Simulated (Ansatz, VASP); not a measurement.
## La in VASP and in Ansatz

The input INCAR:

```
PREC = Accurate
ENCUT = 520
EDIFF = 1E-8
ISMEAR = -1
SIGMA = 0.05
LREAL = False
LASPH = True
NELM = 60
ALGO = Normal
ISIF = 2
LWAVE = False
LCHARG = False
GGA = PE
LEFG = True
NBANDS = 18
```

The input KPOINTS:

```
regular mesh
0
Gamma
  11 11 6
```

The input POSCAR:

```
La
1.0
    3.7313915038      0.0000000000      0.0000000000
   -1.8656957518      3.2314798337      0.0000000000
    0.0000000000      0.0000000000      6.1307000000
La
2
Direct
    0.3333333333      0.6666666667      0.2500000000
    0.6666666667      0.3333333333      0.7500000000
```

Input for Ansatz:

```yaml
crystal:
  lattice:
    - [3.7313915038, 0.0, 0.0]
    - [-1.8656957518, 3.2314798337, 0.0]
    - [0.0, 0.0, 6.1307]
  atoms:
    - { symbol: La, position: [0.3333333333, 0.6666666667, 0.25] }
    - { symbol: La, position: [0.6666666667, 0.3333333333, 0.75] }
kpoints:
  mp_grid: { grid: [11, 11, 6] }
scf:
  occupations: { method: fermi_dirac, width: 0.05 }
hamiltonian:
  xc: pbe
  pseudopotentials: { kind: all_electron, datasets: crystal }
output:
  forces: true
  stress: true
  eigenvalues: true
  efg: { contact_densities: true }
```

Change from the starting cell: z stretched by +1 % at fixed volume, crystal datasets.

Alike in both runs: task electric field gradients; functional PBE; k mesh 11 × 11 × 6; occupations fermi-dirac, width 0.05 eV; no spin polarisation.

|  | VASP | Ansatz |
| --- | --- | --- |
| version | VASP 6.6.1 | Ansatz 0.2.0 |
| potentials or method | VASP PAW PBE potentials, release 64 (La), cutoff 520 eV | all-electron PAW with datasets made for the crystal, scalar-relativistic |

VASP gave:

```
pressure (GPa)                                                : 0.5
traceless stress, the component that is largest in VASP (GPa) : -0.36
size of Vzz on the site where it differs most (V/Å²)          : 0.0
```

Problem. What did Ansatz give for the same quantities?

Solution. Pressure (GPa): 0.4; traceless stress, the component that is largest in VASP (GPa): -0.36; size of Vzz on the site where it differs most (V/Å²): 1.0.

Ansatz ran all-electron here, and VASP with PAW potentials.

Neither program's run includes spin-orbit coupling.
